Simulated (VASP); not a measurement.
Crystal: SrO (pbe).

```xyz
2
Lattice="0.0000 2.5800 2.5800 2.5800 0.0000 2.5800 2.5800 2.5800 0.0000" Properties=species:S:1:pos:R:3 pbc="T T T"
Sr    0.0000    0.0000    0.0000
O     2.5800    2.5800    2.5800
```

| Property | Result |
| --- | --- |
| Program | VASP 6.6.1 |
| Task | relaxation of cell and atoms |
| Functional | PBE |
| Potentials or basis | VASP PAW PBE potentials, release 64 (Sr_sv, O) |
| Cutoff | 600 eV |
| k mesh | 6 × 6 × 6 |
| Occupations | gaussian, width 0.02 eV |
| Spin | no spin polarisation |

At the start: pressure 2.3 GPa; volume 17.17 Å³/atom.

Task: How do energy, volume and symmetry change on relaxing?

Result: Over 3 steps the energy falls by 3.0 meV/atom and the volume is 17.61 Å³/atom (+2.6 %); space group Fm-3m (No. 225, to 0.05 Å).

Step by step:
| step | energy change (eV) | largest force (eV/Å) | pressure (GPa) | volume (Å³) |
| --- | --- | --- | --- | --- |
| 1 | 0.0000 | 0.0000 | 2.26 | 34.35 |
| 2 | -0.0052 | 0.0000 | -0.78 | 35.57 |
| 3 | -0.0061 | 0.0000 | 0.00 | 35.23 |

Final structure:
```
Sr O
1.0
     0.00000    2.60187    2.60187
     2.60187    0.00000    2.60187
     2.60187    2.60187    0.00000
Sr O
1 1
Direct
  0.00000 0.00000 0.00000
  0.50000 0.50000 0.50000
```
